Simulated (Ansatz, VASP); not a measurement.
## Two plane-wave programs on BAs

```
B As
1.0
     0.00000    2.29452    2.43675
     2.29452    0.00000    2.43675
     2.29452    2.29452    0.00000
B As
1 1
Direct
  0.00000 0.00000 0.00000
  0.25000 0.25000 0.25000
```

Change from the starting cell: epitaxial_xy strain -4.1%.

Alike in both runs: task single point; functional PBE; k mesh 10 × 10 × 10; occupations fermi-dirac, width 0.02 eV; no spin polarisation.

|  | VASP | Ansatz |
| --- | --- | --- |
| version | VASP 6.6.1 | Ansatz 0.2.0 |
| potentials or method | VASP PAW PBE potentials, release 64 (B, As) | plane waves, PAW |
| plane-wave cutoff (eV) | 520 | 420 |
| valence electrons in the cell | 8 | 18 |

Ansatz gave:

* pressure (GPa): 12.4
* traceless stress, the component that is largest in VASP (GPa): -9.56

Problem. What did VASP give for the same quantities?

Solution. Pressure (GPa): 13.3; traceless stress, the component that is largest in VASP (GPa): -9.51.

VASP's potentials hold 8 valence electrons a cell and Ansatz's 18, so a difference there can come from the potentials and not from the codes.
